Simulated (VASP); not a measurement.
# Be2C (Fm-3m) in VASP: settings compared

Be2C is run at these levels: PBE, LDA; tasks: single point.

Everything below comes from runs of VASP 6.6.1. Logs are shortened: lines on timing, memory, paths and dates and some standing lists are left out, and cuts for length are marked.

## 1. The cell of the first run

It takes space group Fm-3m (No. 225, cubic). Conventional cell: a = 4.321 Å, b = 4.321 Å, c = 4.321 Å, α = 90.00°, β = 90.00°, γ = 90.00°. Within 2.5 Å of C (site symmetry m-3m) lie 8 Be at 1.87 Å. Be (site symmetry -43m) has 4 C at 1.87 Å and 6 Be at 2.16 Å within 2.5 Å.

## 2. Single point, PBE

The input, INCAR:

```
SYSTEM = Be2C
ALGO = Normal ; EDIFF = 1E-6
ENCUT = 600 ; GGA = PE
GGA_COMPAT = .FALSE. ; ISIF = 2
ISMEAR = 0 ; LASPH = .TRUE.
LCHARG = .TRUE. ; LELF = .TRUE.
LREAL = .FALSE. ; LVHAR = .TRUE.
LWAVE = .FALSE. ; NBANDS = 11
NELM = 120 ; PREC = Accurate
SIGMA = 0.01
```

The input, KPOINTS:

```
k-points
0
G
  6 6 6
  0 0 0
```

The input, POSCAR:

```
Be2C
1.0
    0.0000000000      2.1604856482      2.1604856482
    2.1604856482      0.0000000000      2.1604856482
    2.1604856482      2.1604856482      0.0000000000
C Be
1 2
Direct
    0.0000000000      0.0000000000      0.0000000000
    0.2500000000      0.2500000000      0.2500000000
    0.7500000000      0.7500000000      0.7500000000
```

Potentials or basis: VASP PAW PBE potentials, release 64 (C, Be).

Command:

```bash
$ cat potpaw_PBE.64/C/POTCAR potpaw_PBE.64/Be/POTCAR > POTCAR
$ mpirun -np 1 vasp_std > vasp.out
```

OUTCAR:

```text
SYSTEM = Be2C
   EDIFF = 1E-6
   ENCUT = 600
   GGA = PE
   ISIF = 2
   ISMEAR = 0
   LASPH = .TRUE.
   LREAL = .FALSE.
   NELM = 120
   PREC = Accurate

 ion  position               nearest neighbor table
   1  0.000  0.000  0.000-   3 1.87   3 1.87   3 1.87   2 1.87   3 1.87   2 1.87   2 1.87   2 1.87

   2  0.250  0.250  0.250-   1 1.87   1 1.87   1 1.87   1 1.87   3 2.16   3 2.16   3 2.16   3 2.16
                             3 2.16   3 2.16
   3  0.750  0.750  0.750-   1 1.87   1 1.87   1 1.87   1 1.87   2 2.16   2 2.16   2 2.16   2 2.16
                             2 2.16   2 2.16

  LATTYP: Found a face centered cubic cell.
 ALAT       =     4.3209712964

  Lattice vectors:

 A1 = (   0.0000000000,   2.1604856482,   2.1604856482)
 A2 = (   2.1604856482,   0.0000000000,   2.1604856482)
 A3 = (   2.1604856482,   2.1604856482,   0.0000000000)

Analysis of symmetry for initial positions (statically):
=====================================================================
 Subroutine PRICEL returns:
 Original cell was already a primitive cell.

 Routine SETGRP: Setting up the symmetry group for a
 face centered cubic supercell.

 Subroutine GETGRP returns: Found 48 space group operations
 (whereof 48 operations were pure point group operations)
 out of a pool of 48 trial point group operations.

The static configuration has the point symmetry O_h .

Analysis of symmetry for dynamics (positions and initial velocities):
=====================================================================
 Subroutine PRICEL returns:
 Original cell was already a primitive cell.

 Routine SETGRP: Setting up the symmetry group for a
 face centered cubic supercell.

 Subroutine GETGRP returns: Found 48 space group operations
 (whereof 48 operations were pure point group operations)
 out of a pool of 48 trial point group operations.

The dynamic configuration has the point symmetry O_h .

 Subroutine INISYM returns: Found 48 space group operations
 (whereof 48 operations are pure point group operations),
 and found     1 'primitive' translations

----------------------------------------------------------------------------------------

                                     Primitive cell

  volume of cell :      20.1690

  direct lattice vectors                    reciprocal lattice vectors
     0.000000000  2.160485648  2.160485648    -0.231429448  0.231429448  0.231429448
     2.160485648  0.000000000  2.160485648     0.231429448 -0.231429448  0.231429448
     2.160485648  2.160485648  0.000000000     0.231429448  0.231429448 -0.231429448

  length of vectors
     3.055388105  3.055388105  3.055388105     0.400847562  0.400847562  0.400847562

  position of ions in fractional coordinates (direct lattice)
     0.000000000  0.000000000  0.000000000
     0.250000000  0.250000000  0.250000000
     0.750000000  0.750000000  0.750000000

  ion indices of the primitive-cell ions
   primitive index   ion index
                 1           1
                 2           2
                 3           3

----------------------------------------------------------------------------------------

 KPOINTS: k-points

Automatic generation of k-mesh.
 Grid dimensions read from file:
 generate k-points for:    6    6    6

 Generating k-lattice:

  Cartesian coordinates                     Fractional coordinates (reciprocal lattice)
    -0.038571575  0.038571575  0.038571575     0.166666667  0.000000000  0.000000000
     0.038571575 -0.038571575  0.038571575     0.000000000  0.166666667  0.000000000
     0.038571575  0.038571575 -0.038571575     0.000000000  0.000000000  0.166666667

  Length of vectors
     0.066807927  0.066807927  0.066807927

  Shift w.r.t. Gamma in fractional coordinates (k-lattice)
     0.000000000  0.000000000  0.000000000

 Subroutine IBZKPT returns following result:
 ===========================================

 Found     16 irreducible k-points:

 Following reciprocal coordinates:
            Coordinates               Weight
  0.000000  0.000000  0.000000      1.000000
  0.166667  0.000000  0.000000      8.000000
  0.333333  0.000000  0.000000      8.000000
  0.500000  0.000000  0.000000      4.000000
  0.166667  0.166667  0.000000      6.000000
  0.333333  0.166667  0.000000     24.000000
[... 8 lines left out ...]
 -0.333333  0.333333  0.166667     24.000000
 -0.333333  0.500000  0.166667     12.000000
   k-points           NKPTS =     16   k-points in BZ     NKDIM =     16   number of bands    NBANDS=     11
   number of dos      NEDOS =    301   number of ions     NIONS =      3
   total plane-waves  NPLWV =  13824
   dimension x,y,z NGX =    24 NGY =   24 NGZ =   24
   dimension x,y,z NGXF=    48 NGYF=   48 NGZF=   48
   ions per type =               1   2
   NGX,Y,Z   is equivalent  to a cutoff of  13.06, 13.06, 13.06 a.u.
   NGXF,Y,Z  is equivalent  to a cutoff of  26.12, 26.12, 26.12 a.u.
 SYSTEM =  Be2C
   PREC   = accura    normal or accurate (medium, high low for compatibility)
   ISTART =      0    job   : 0-new  1-cont  2-samecut
   ICHARG =      2    charge: 1-file 2-atom 10-const
   ISPIN  =      1    spin polarized calculation?
   LNONCOLLINEAR =      F non collinear calculations
   LSORBIT =      F    spin-orbit coupling
   LASPH  =      T    aspherical Exc in radial PAW
   ENCUT  =  600.0 eV  44.10 Ry    6.64 a.u.   6.10  6.10  6.10*2*pi/ulx,y,z
   NELM   =    120;   NELMIN=  2; NELMDL= -5     # of ELM steps
   EDIFF  = 0.1E-05   stopping-criterion for ELM
   LREAL  =      F    real-space projection
   EDIFFG = 0.1E-04   stopping-criterion for IOM
   NSW    =      0    number of steps for IOM
   IBRION =     -1    ionic relax: 0-MD 1-quasi-New 2-CG
   NFREE  =      0    steps in history (QN), initial steepest desc. (CG)
   ISIF   =      2    stress and relaxation
   ISYM   =      2    0-nonsym 1-usesym 2-fastsym
   POTIM  = 0.5000    time-step for ionic-motion
   TEBEG  =    0.0;   TEEND  =   0.0 temperature during run
   PSTRESS=    0.0 pullay stress
   NELECT =       8.0000    total number of electrons
   NUPDOWN=      -1.0000    fix difference up-down
   EMIN   =  10.00;   EMAX   =-10.00  energy-range for DOS
   EFERMI =   0.00;   METHOD = LEGACY
   ISMEAR =     0;   SIGMA  =   0.01  broadening in eV -4-tet -1-fermi 0-gaus
   EFERMI_NEDOS =   21; number of points for ismear=-14 and -15
   IALGO  =     38    algorithm
   IMIX   =      4    mixing-type and parameters
     AMIX     =   0.40;   BMIX     =  1.00
     AMIX_MAG =   1.60;   BMIX_MAG =  1.00
  volume/ion in A,a.u.               =       6.72        45.37
  Fermi-wavevector in a.u.,A,eV,Ry     =   1.202846  2.273050 19.685440  1.446839
  Thomas-Fermi vector in A             =   2.338616
   LORBIT       =      0    0 simple, 1 ext, 2 COOP (PROOUT), +10 PAW based schemes
   GGA     = PE    functional components
   LHFCALC =     F    Hartree Fock is set to
   AEXX    =    0.0000 exact exchange contribution
   IVDW    =     0    specifies the selected vdW correction
   LEPSILON=     F    determine dielectric tensor
   LRPA    =     F    only Hartree local field effects (RPA)
 non-spin polarized calculation
 Gauss-broadening in eV      SIGMA  =   0.01
  energy-cutoff  :      600.00
  volume of cell :       20.17
 maximum number of plane-waves:       692
   NGX = 13   NGY = 13   NGZ = 13

 number of electron       8.0000000 magnetization

 Free energy of the ion-electron system (eV)
  ---------------------------------------------------
  ext. energy  EPLUGINS =         0.00000000
  ---------------------------------------------------
  free energy    TOTEN  =       -17.45045114 eV

  energy without entropy =      -17.45045114  energy(sigma->0) =      -17.45045114

 E-fermi :   7.8976     XC(G=0): -11.4602

 val. band max:        7.7877748880   @ k =   0.0000   0.0000   0.0000
 cond. band min:       8.9452548666   @ k =   0.5000   0.5000   0.0000
 fundamental gap:      1.1574799786
 Fermi energy:         7.8976339576

 k-point     1 :       0.0000    0.0000    0.0000
  band No.  band energies     occupation
      1      -7.2954      2.00000
      2       7.7878      2.00000
      3       7.7878      2.00000
      4       7.7878      2.00000
      5      11.9235      0.00000
      6      11.9235      0.00000
      7      11.9235      0.00000
      8      14.6005      0.00000
      9      20.9978      0.00000
     10      20.9978      0.00000
     11      20.9978      0.00000

 k-point     2 :       0.1667    0.0000    0.0000
  band No.  band energies     occupation
      1      -6.8529      2.00000
      2       4.9182      2.00000
      3       7.0920      2.00000
      4       7.0920      2.00000
      5      12.8996      0.00000
      6      12.8996      0.00000
      7      13.4225      0.00000
      8      15.6021      0.00000
      9      19.1901      0.00000
     10      19.1901      0.00000
     11      22.0487      0.00000

 k-point     3 :       0.3333    0.0000    0.0000
  band No.  band energies     occupation
      1      -5.5997      2.00000
      2       1.1234      2.00000
      3       6.2476      2.00000
      4       6.2476      2.00000
      5      13.1746      0.00000
      6      13.1746      0.00000
      7      14.4410      0.00000
      8      17.0951      0.00000
      9      20.0906      0.00000
     10      20.0906      0.00000
     11      24.0738      0.00000
[... 155 lines left out ...]
 k-point    15 :      -0.3333    0.3333    0.1667
  band No.  band energies     occupation
      1      -3.6790      2.00000
      2       0.2345      2.00000
      3       2.7405      2.00000
      4       3.4762      2.00000
      5      13.1800      0.00000
      6      14.9874      0.00000
      7      18.0563      0.00000
      8      18.6776      0.00000
      9      19.6514      0.00000
     10      21.8250      0.00000
     11      25.6911      0.00000

 k-point    16 :      -0.3333    0.5000    0.1667
  band No.  band energies     occupation
      1      -3.4279      2.00000
      2       1.4000      2.00000
      3       1.8295      2.00000
      4       2.3938      2.00000
      5      11.8183      0.00000
      6      15.3757      0.00000
      7      17.7957      0.00000
      8      19.7450      0.00000
      9      21.6451      0.00000
     10      22.9425      0.00000
     11      24.5956      0.00000

------------------------ aborting loop because EDIFF is reached ----------------------------------------

  FORCE on cell =-STRESS in cart. coord.  units (eV):
  Direction    XX          YY          ZZ          XY          YZ          ZX
  --------------------------------------------------------------------------------------
  -------------------------------------------------------------------------------------
  Total        0.1626906      0.1626906      0.1626906     -0.0000000      0.0000000     -0.0000000
  in kB       12.9237632     12.9237632     12.9237632     -0.0000000      0.0000000     -0.0000000
  external PRESSURE =      12.9237632 kB  Pullay stress =       0.0000000 kB

 VOLUME and BASIS-vectors are now :
 -----------------------------------------------------------------------------
  energy-cutoff  :      600.00
  volume of cell :       20.17
      direct lattice vectors                 reciprocal lattice vectors
     0.000000000  2.160485648  2.160485648    -0.231429448  0.231429448  0.231429448
     2.160485648  0.000000000  2.160485648     0.231429448 -0.231429448  0.231429448
     2.160485648  2.160485648  0.000000000     0.231429448  0.231429448 -0.231429448

 POSITION                                       TOTAL-FORCE (eV/Angst)
 -----------------------------------------------------------------------------------
      0.00000      0.00000      0.00000         0.000000     -0.000000      0.000000
      1.08024      1.08024      1.08024        -0.000000      0.000000     -0.000000
      3.24073      3.24073      3.24073        -0.000000     -0.000000     -0.000000
 -----------------------------------------------------------------------------------
    total drift:                               -0.000000      0.000000      0.000000

  FREE ENERGIE OF THE ION-ELECTRON SYSTEM (eV)
  ---------------------------------------------------
  free  energy   TOTEN  =       -17.4504511426 eV

  energy  without entropy=      -17.4504511426  energy(sigma->0) =      -17.45045114
```

Wall time 3.4 s (1 thread of Intel Xeon Platinum 8488C (Sapphire Rapids), shared host); peak memory 0.13 GiB.

What came out:

```yaml
Free_energy: -17.4505 eV
Pressure: 1.3 GPa
Band_gap_on_the_k_mesh: 1.16 eV, indirect (least direct gap 4.14 eV)
```

A k mesh can miss the band edges. A hybrid or GW would open this gap; PBE tends to underestimate it.

## 3. Single point, LDA

The input, INCAR:

```
  ALGO = Normal
  EDIFF = 1E-6
  ENCUT = 600
  GGA = CA
  GGA_COMPAT = False
  ISIF = 2
  ISMEAR = 0
  LASPH = True
  LCHARG = False
  LREAL = False
  LWAVE = False
  NBANDS = 11
  NELM = 120
  PREC = Accurate
  SIGMA = 0.01
```

The input, KPOINTS:

```
k-points
0
Gamma
  6 6 6
```

POSCAR is that of step 2.

Potentials or basis: VASP PAW LDA potentials, release 64 (C, Be).

Command:

```bash
$ cat potpaw_LDA.64/C/POTCAR potpaw_LDA.64/Be/POTCAR > POTCAR
$ mpirun -np 1 vasp_std > vasp.out
```

It took 2.3 s on 1 thread of Intel Xeon Platinum 8488C (Sapphire Rapids), shared host; peak memory 0.12 GiB.

It converged, with:

```yaml
Free_energy: -19.4123 eV
Pressure: -7.1 GPa
Band_gap_on_the_k_mesh: 1.18 eV, indirect (least direct gap 4.03 eV)
```

Levels at points of the mesh, in eV from the valence-band top:
| k point | band 1 | band 2 | band 3 | band 4 | band 5 | band 6 | band 7 | band 8 |
| --- | --- | --- | --- | --- | --- | --- | --- | --- |
| (0.00, 0.00, 0.00) | -14.91 | 0.00 | 0.00 | 0.00 | 4.03 | 4.03 | 4.03 | 6.93 |
| (0.50, 0.00, 0.00) | -12.03 | -8.72 | -1.85 | -1.85 | 4.93 | 4.93 | 7.18 | 9.75 |
| (0.50, 0.50, 0.00) | -11.30 | -6.72 | -4.77 | -4.77 | 1.18 | 5.84 | 13.15 | 13.15 |

## 4. Single point, PBE

The input, INCAR:

```
PREC     = Accurate       # precision mode
ENCUT    = 600            # plane-wave cutoff, eV
EDIFF    = 1E-6           # SCF threshold, eV
ISMEAR   = 0              # smearing method
SIGMA    = 0.01           # smearing width, eV
LREAL    = F              # projectors in reciprocal space
LASPH    = T              # aspherical terms in the spheres
NELM     = 120            # most SCF steps
ALGO     = Normal         # electronic algorithm
ISIF     = 2              # what is computed and relaxed
LWAVE    = F              # write WAVECAR
LCHARG   = F              # write CHGCAR
GGA      = PE             # functional
NBANDS   = 11             # bands
GGA_COMPAT= F
```

The input, KPOINTS:

```
regular mesh
0
Gamma
  6 6 6
```

POSCAR is that of step 3.

Potentials or basis: VASP PAW PBE potentials, release 64 (C, Be).

Command:

```bash
$ cat potpaw_PBE.64/C/POTCAR potpaw_PBE.64/Be/POTCAR > POTCAR
$ mpirun -np 1 vasp_std > vasp.out
```

Run time: 3.8 s. Hardware: 1 thread of Intel Xeon Platinum 8488C (Sapphire Rapids), shared host; peak memory 0.13 GiB.

Results (log left out):

```yaml
Free_energy: -17.4505 eV
Pressure: 1.3 GPa
Band_gap_on_the_k_mesh: 1.16 eV, indirect (least direct gap 4.14 eV)
```

Levels at points of the mesh, in eV from the valence-band top:
```
           k point  band 1  band 2  band 3  band 4  band 5  band 6  band 7  band 8
(0.00, 0.00, 0.00)  -15.08    0.00    0.00    0.00    4.14    4.14    4.14    6.81
(0.50, 0.00, 0.00)  -12.20   -8.76   -1.84   -1.84    5.01    5.01    7.07    9.85
(0.50, 0.50, 0.00)  -11.45   -6.80   -4.75   -4.75    1.16    5.76   13.31   13.31
```

A k mesh can miss the band edges. As with any semilocal functional, this PBE gap is likely too small.
